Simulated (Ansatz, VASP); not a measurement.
## Au: VASP beside Ansatz

The input INCAR:

```
SYSTEM = Au
ALGO     = Fast           ! electronic algorithm
EDIFF    = 1E-7           ! SCF threshold, eV
ENCUT    = 520            ! plane-wave cutoff, eV
GGA      = PS             ! functional
ISIF     = 2              ! what is computed and relaxed
ISMEAR   = 0              ! smearing method
LASPH    = .TRUE.         ! aspherical terms in the spheres
LCHARG   = .FALSE.        ! write CHGCAR
LREAL    = .FALSE.        ! projectors in reciprocal space
LWAVE    = .FALSE.        ! write WAVECAR
NBANDS   = 18             ! bands
NELM     = 60             ! most SCF steps
PREC     = Accurate       ! precision mode
SIGMA    = 0.15           ! smearing width, eV
```

KPOINTS

```
k-points
0
G
  18 18 10
  0 0 0
```

The input POSCAR:

```
Au
1.0
    2.8999984104      0.0000000000      0.0000000000
   -1.4499992052      2.5114722944      0.0000000000
    0.0000000000      0.0000000000      4.8800000000
Au
2
Direct
    0.2557470839      0.6666666667      0.7500000000
    0.6666666667      0.3333333333      0.2500000000
```

Input for Ansatz:

```yaml
crystal:
  lattice:
    - [2.8999984104, 0.0, 0.0]
    - [-1.4499992052, 2.5114722944, 0.0]
    - [0.0, 0.0, 4.88]
  atoms:
    - { symbol: Au, position: [0.2557470839, 0.6666666667, 0.75] }
    - { symbol: Au, position: [0.6666666667, 0.3333333333, 0.25] }
basis:
  ecutwfc: 420
kpoints:
  mp_grid: { grid: [18, 18, 10] }
hamiltonian:
  xc: pbesol
scf:
  occupations: { method: gaussian, width: 0.15 }
output:
  forces: true
  stress: true
  eigenvalues: true
```

Alike in both runs: task single point; functional PBEsol; k mesh 18 × 18 × 10; occupations gaussian, width 0.15 eV; no spin polarisation.

```csv
,VASP,Ansatz
version,VASP 6.6.1,Ansatz 0.2.0
potentials or method,"VASP PAW PBE potentials, release 64 (Au), cutoff 520 eV","scalar-relativistic, plane waves, PAW"
valence electrons in the cell,22,38
```

|  | VASP | Ansatz | Ansatz less VASP |
| --- | --- | --- | --- |
| gap on the k mesh at the Fermi level (eV) | none | none | - |
| pressure (GPa) | -6.3 | -6.0 | +0.22 |
| traceless stress, the component that is largest in VASP (GPa) | 0.68 | 0.70 | +0.019 |
| rms of the force components (eV/Å) | 0.062 | 0.062 | 0.0000 |

VASP's potentials were made for PBE, not for PBEsol. Atom by atom the forces differ by 0.000 eV/Å (rms over components). A gap of «none» marks a metal or a gap that the smearing closes. VASP's potentials hold 22 valence electrons a cell and Ansatz's 38, so a difference there can come from the potentials and not from the codes.

Spin-orbit coupling is off throughout.
